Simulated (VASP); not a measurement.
# Si (Fd-3m) in VASP: a series of runs

Runs on Si. Level: PBE. Tasks: vibrations by perturbation theory, elastic constants.

All numbers are computed with VASP 6.6.1; they aren't measurements. Logs are shortened: lines on timing, memory, paths and dates and some standing lists are left out, and cuts for length are marked.

**1. The cell of the first run**

It takes space group Fd-3m (No. 227, cubic). The conventional cell has a = 5.470 Å, b = 5.470 Å, c = 5.470 Å, α = 90.00°, β = 90.00°, γ = 90.00°. Within 3.1 Å of Si (site symmetry -43m) lie 4 Si at 2.37 Å.

**2. Vibrations by perturbation theory, PBE**

INCAR

```
  PREC = Accurate
  ENCUT = 520
  EDIFF = 1E-8
  ISMEAR = 0
  SIGMA = 0.01
  LREAL = False
  LASPH = True
  NELM = 60
  ALGO = Normal
  ISIF = 2
  LWAVE = False
  LCHARG = True
  GGA = PE
  IBRION = 8
  NSW = 1
  LEPSILON = True
```

KPOINTS

```
Automatic mesh
0
Gamma
  8 8 8
```

POSCAR

```
Si
1.0
    0.0000000000      2.7351963823      2.7351963823
    2.7351963823      0.0000000000      2.7351963823
    2.7351963823      2.7351963823      0.0000000000
Si
2
Direct
    0.0000000000      0.0000000000      0.0000000000
    0.2500000000      0.2500000000      0.2500000000
```

Potentials or basis: VASP PAW PBE potentials, release 64 (Si).

Launch:

```
> cat potpaw_PBE.64/Si/POTCAR > POTCAR
> mpirun -np 1 vasp_std > vasp.out
```

OUTCAR:

```text
PREC = Accurate
   ENCUT = 520
   EDIFF = 1E-8
   ISMEAR = 0
   LREAL = False
   LASPH = True
   NELM = 60
   ISIF = 2
   GGA = PE
   IBRION = 8
   NSW = 1
   LEPSILON = True

 ion  position               nearest neighbor table
   1  0.000  0.000  0.000-   2 2.37   2 2.37   2 2.37   2 2.37
   2  0.250  0.250  0.250-   1 2.37   1 2.37   1 2.37   1 2.37

  LATTYP: Found a face centered cubic cell.
 ALAT       =     5.4703927646

  Lattice vectors:

 A1 = (   0.0000000000,   2.7351963823,   2.7351963823)
 A2 = (   2.7351963823,   0.0000000000,   2.7351963823)
 A3 = (   2.7351963823,   2.7351963823,   0.0000000000)

Analysis of symmetry for initial positions (statically):
=====================================================================
 Subroutine PRICEL returns:
 Original cell was already a primitive cell.

 Routine SETGRP: Setting up the symmetry group for a
 face centered cubic supercell.

 Subroutine GETGRP returns: Found 48 space group operations
 (whereof 24 operations were pure point group operations)
 out of a pool of 48 trial point group operations.

The static configuration has the point symmetry T_d .
 The point group associated with its full space group is O_h .

Analysis of symmetry for dynamics (positions and initial velocities):
=====================================================================
 Subroutine PRICEL returns:
 Original cell was already a primitive cell.

 Routine SETGRP: Setting up the symmetry group for a
 face centered cubic supercell.

 Subroutine GETGRP returns: Found 48 space group operations
 (whereof 24 operations were pure point group operations)
 out of a pool of 48 trial point group operations.

The dynamic configuration has the point symmetry T_d .
 The point group associated with its full space group is O_h .

 Subroutine INISYM returns: Found 48 space group operations
 (whereof 24 operations are pure point group operations),
 and found     1 'primitive' translations

----------------------------------------------------------------------------------------

                                     Primitive cell

  volume of cell :      40.9256

  direct lattice vectors                    reciprocal lattice vectors
     0.000000000  2.735196382  2.735196382    -0.182802231  0.182802231  0.182802231
     2.735196382  0.000000000  2.735196382     0.182802231 -0.182802231  0.182802231
     2.735196382  2.735196382  0.000000000     0.182802231  0.182802231 -0.182802231

  length of vectors
     3.868151820  3.868151820  3.868151820     0.316622751  0.316622751  0.316622751

  position of ions in fractional coordinates (direct lattice)
     0.000000000  0.000000000  0.000000000
     0.250000000  0.250000000  0.250000000

  ion indices of the primitive-cell ions
   primitive index   ion index
                 1           1
                 2           2

----------------------------------------------------------------------------------------

 KPOINTS: Automatic mesh

Automatic generation of k-mesh.
 Grid dimensions read from file:
 generate k-points for:    8    8    8

 Generating k-lattice:

  Cartesian coordinates                     Fractional coordinates (reciprocal lattice)
    -0.022850279  0.022850279  0.022850279     0.125000000  0.000000000  0.000000000
     0.022850279 -0.022850279  0.022850279     0.000000000  0.125000000  0.000000000
     0.022850279  0.022850279 -0.022850279     0.000000000  0.000000000  0.125000000

  Length of vectors
     0.039577844  0.039577844  0.039577844

  Shift w.r.t. Gamma in fractional coordinates (k-lattice)
     0.000000000  0.000000000  0.000000000

 Subroutine IBZKPT returns following result:
 ===========================================

 Found     29 irreducible k-points:

 Following reciprocal coordinates:
            Coordinates               Weight
  0.000000  0.000000  0.000000      1.000000
[... 364 lines left out ...]
  external PRESSURE =      -0.8308499 kB  Pullay stress =       0.0000000 kB

 VOLUME and BASIS-vectors are now :
 -----------------------------------------------------------------------------
  energy-cutoff  :      520.00
  volume of cell :       40.93
      direct lattice vectors                 reciprocal lattice vectors
     0.000000000  2.735196382  2.735196382    -0.182802231  0.182802231  0.182802231
     2.735196382  0.000000000  2.735196382     0.182802231 -0.182802231  0.182802231
     2.735196382  2.735196382  0.000000000     0.182802231  0.182802231 -0.182802231

 POSITION                                       TOTAL-FORCE (eV/Angst)
 -----------------------------------------------------------------------------------
      0.00000      0.00000      0.00000         0.000000      0.000000      0.000000
      1.36760      1.36760      1.36760        -0.000000     -0.000000     -0.000000
 -----------------------------------------------------------------------------------
    total drift:                               -0.000000     -0.000000     -0.000000

  FREE ENERGIE OF THE ION-ELECTRON SYSTEM (eV)
  ---------------------------------------------------
  free  energy   TOTEN  =       -10.8460781725 eV

  energy  without entropy=      -10.8460781725  energy(sigma->0) =      -10.84607817

 HEAD OF MICROSCOPIC STATIC DIELECTRIC TENSOR (INDEPENDENT PARTICLE, excluding Hartree and local field effects)
 ------------------------------------------------------
          14.768105     0.000000    -0.000000
          -0.000000    14.768105     0.000000
           0.000000    -0.000000    14.768105
 ------------------------------------------------------

 Free energy of the ion-electron system (eV)
  ---------------------------------------------------
  ---------------------------------------------------
  free energy    TOTEN  =        -1.59651182 eV

  energy without entropy =       -1.59651182

------------------------ aborting loop because EDIFF is reached ----------------------------------------

--------------------------------------- Ionic step        2  -------------------------------------------

------------------------ aborting loop because EDIFF is reached ----------------------------------------

--------------------------------------- Ionic step        3  -------------------------------------------

------------------------ aborting loop because EDIFF is reached ----------------------------------------

 PIEZOELECTRIC TENSOR FIELD DIRECTION 3  (e Angst)
 -----------------------------------------------------------------------------
     0.00250  0.00000  0.00000           (  0.00001  0.00000  0.00000)
     0.00000  0.00250  0.00000           (  0.00000  0.00001  0.00000)
     0.00000  0.00000 -0.00862           (  0.00000  0.00000 -0.00000)

 PIEZOELECTRIC TENSOR FIELD DIRECTION 3  (C/m^2)
 -----------------------------------------------------------------------------
     0.00098  0.00000  0.00000
     0.00000  0.00098  0.00000
     0.00000  0.00000 -0.00338

--------------------------------------- Ionic step        4  -------------------------------------------

 Free energy of the ion-electron system (eV)
  ---------------------------------------------------
  ---------------------------------------------------
  free energy    TOTEN  =        -0.01736015 eV

  energy without entropy =       -0.01736015

------------------------ aborting loop because EDIFF is reached ----------------------------------------

 INTERNAL STRAIN TENSOR  FOR ION    1  DIRECTION 1   (eV/Angst):
 -----------------------------------------------------------------------------
    -0.01129  0.00000  0.00000
     0.00000  0.00671  8.65703
     0.00000  8.65703  0.00671

 MACROSCOPIC STATIC DIELECTRIC TENSOR (including local field effects in DFT)
 ------------------------------------------------------
          14.148960    -0.000000    -0.000000
          -0.000000    14.148960     0.000000
           0.000000    -0.000000    14.148960
 ------------------------------------------------------

 PIEZOELECTRIC TENSOR (including local field effects)  for field in x, y, z        (e  Angst)
          XX          YY          ZZ          XY          YZ          ZX
  --------------------------------------------------------------------------------
  x     0.00000    -0.00000     0.00000     0.00000     0.00000     0.00000
  y    -0.00000     0.00000     0.00000     0.00000     0.00000     0.00000
  z     0.00000     0.00000     0.00000     0.00000     0.00000     0.00000

 PIEZOELECTRIC TENSOR (including local field effects)  for field in x, y, z        (C/m^2)
          XX          YY          ZZ          XY          YZ          ZX
  --------------------------------------------------------------------------------
  x     0.00000    -0.00000     0.00000     0.00000     0.00000     0.00000
  y    -0.00000     0.00000     0.00000     0.00000     0.00000     0.00000
  z     0.00000     0.00000     0.00000     0.00000     0.00000     0.00000

 BORN EFFECTIVE CHARGES (including local field effects) (in |e|, cummulative output)
 ---------------------------------------------------------------------------------
 ion    1
    1    -0.00000     0.00000     0.00000
    2     0.00000    -0.00000     0.00000
    3     0.00000     0.00000    -0.00000
 ion    2
    1     0.00000    -0.00000     0.00000
    2    -0.00000     0.00000     0.00000
    3    -0.00000     0.00000     0.00000

 INTERNAL STRAIN TENSOR FOR ION    2 for displacements in x,y,z  (eV/Angst):
          X           Y           Z          XY          YZ          ZX
  --------------------------------------------------------------------------------
  x     0.00000     0.00000     0.00000     0.00000    -8.65703     0.00000
  y     0.00000     0.00000     0.00000     0.00000     0.00000    -8.65703
  z     0.00000     0.00000     0.00000    -8.65703     0.00000     0.00000

 SECOND DERIVATIVES (NOT SYMMETRIZED)
 ------------------------------------
               1X          1Y          1Z          2X          2Y          2Z
  1X   -13.038799    0.000000    0.000000   13.038799    0.000000    0.000000
  1Y     0.000000  -13.038799    0.000000    0.000000   13.038799    0.000000
  1Z     0.000000    0.000000  -13.038799    0.000000    0.000000   13.038799
  2X    13.038799    0.000000    0.000000  -13.038799    0.000000    0.000000
  2Y     0.000000   13.038799    0.000000    0.000000  -13.038799    0.000000
  2Z     0.000000    0.000000   13.038799    0.000000    0.000000  -13.038799

 Eigenvectors and eigenvalues of the dynamical matrix
 ----------------------------------------------------

   1 f  =   15.064243 THz    94.651427 2PiTHz  502.489042 cm-1    62.300673 meV
             X         Y         Z           dx          dy          dz
      0.000000  0.000000  0.000000     0.000000   -0.707107    0.000000
      1.367598  1.367598  1.367598     0.000000    0.707107    0.000000
[... 21 lines left out ...]
   6 f  =    0.000000 THz     0.000000 2PiTHz    0.000000 cm-1     0.000000 meV
             X         Y         Z           dx          dy          dz
      0.000000  0.000000  0.000000     0.000000    0.000000    0.707107
      1.367598  1.367598  1.367598     0.000000    0.000000    0.707107

--------------------------------------------------------------------------------------------------------

 MACROSCOPIC STATIC DIELECTRIC TENSOR IONIC CONTRIBUTION
 ------------------------------------------------------
           0.000000    -0.000000    -0.000000
          -0.000000     0.000000     0.000000
          -0.000000     0.000000     0.000000
 ------------------------------------------------------

 ELASTIC MODULI CONTR FROM IONIC RELAXATION (kBar)
 Direction    XX          YY          ZZ          XY          YZ          ZX
 --------------------------------------------------------------------------------
 XX           0.0000      0.0000      0.0000      0.0000      0.0000      0.0000
 YY           0.0000      0.0000      0.0000      0.0000      0.0000      0.0000
 ZZ           0.0000      0.0000      0.0000      0.0000      0.0000      0.0000
 XY           0.0000      0.0000      0.0000   -225.0171      0.0000      0.0000
 YZ           0.0000      0.0000      0.0000      0.0000   -225.0171      0.0000
 ZX           0.0000      0.0000      0.0000      0.0000      0.0000   -225.0171
 --------------------------------------------------------------------------------

 PIEZOELECTRIC TENSOR IONIC CONTR  for field in x, y, z        (C/m^2)
          XX          YY          ZZ          XY          YZ          ZX
  --------------------------------------------------------------------------------
  x     0.00000     0.00000     0.00000     0.00000    -0.00000     0.00000
  y     0.00000     0.00000     0.00000     0.00000     0.00000    -0.00000
  z     0.00000     0.00000     0.00000    -0.00000     0.00000     0.00000
```

Wall time 2.4 min (1 thread of Intel Xeon Platinum 8488C (Sapphire Rapids), shared host); peak memory 0.21 GiB.

What came out:

* Electronic dielectric tensor (diagonal): 14.15
* Born charges (mean of the diagonal): Si +0.00 e
* Highest phonon frequency at Γ: 502 cm⁻¹

Phonon frequencies in cm⁻¹ (negative: imaginary):
| q point | frequencies |
| --- | --- |
| (0.000, 0.000, 0.000) | 0 0 0 502 502 502 |

Electronic dielectric tensor:
```
14.15  0.00  0.00
 0.00 14.15  0.00
 0.00  0.00 14.15
```

Born effective charge tensors (e):
atom 1, Si
```
0.00 0.00 0.00
0.00 0.00 0.00
0.00 0.00 0.00
```
atom 2, Si
```
0.00 0.00 0.00
0.00 0.00 0.00
0.00 0.00 0.00
```

**3. Elastic constants, PBE**

INCAR

```
ALGO = Normal ; EDIFF = 1E-8
ENCUT = 600 ; GGA = PE
IBRION = 6 ; ISIF = 3
ISMEAR = 0 ; LASPH = True
LCHARG = False ; LREAL = False
LWAVE = False ; NELM = 80
NFREE = 2 ; NSW = 1
POTIM = 0.015 ; PREC = Accurate
SIGMA = 0.01
```

KPOINTS

```
k-points
0
Gamma
  8 8 8
```

POSCAR is that of step 2.

Potentials or basis: VASP PAW PBE potentials, release 64 (Si).

Launch:

```
> cat potpaw_PBE.64/Si/POTCAR > POTCAR
> mpirun -np 1 vasp_std > vasp.out
```

Run time: 3.7 min. Hardware: 1 thread of Intel Xeon Platinum 8488C (Sapphire Rapids), shared host; peak memory 0.23 GiB.

The run converged. Its results:

```
Elastic constants C11, C12, C44 : 153, 57, 75 GPa
Voigt bulk modulus              : 89 GPa
Highest phonon frequency at Γ   : 502 cm⁻¹
```

Phonon frequencies in cm⁻¹ (negative: imaginary):
```csv
q point,frequencies
"(0.000, 0.000, 0.000)",0 0 0 502 502 502
```

Elastic tensor in Voigt notation (GPa, in the Cartesian axes of the cell as first typed):
```
153  57  57   0   0   0
 57 153  57   0   0   0
 57  57 153   0   0   0
  0   0   0  75   0   0
  0   0   0   0  75   0
  0   0   0   0   0  75
```

Clamped-ion elastic tensor (GPa):
```
153  57  57   0   0   0
 57 153  57   0   0   0
 57  57 153   0   0   0
  0   0   0  99   0   0
  0   0   0   0  99   0
  0   0   0   0   0  99
```
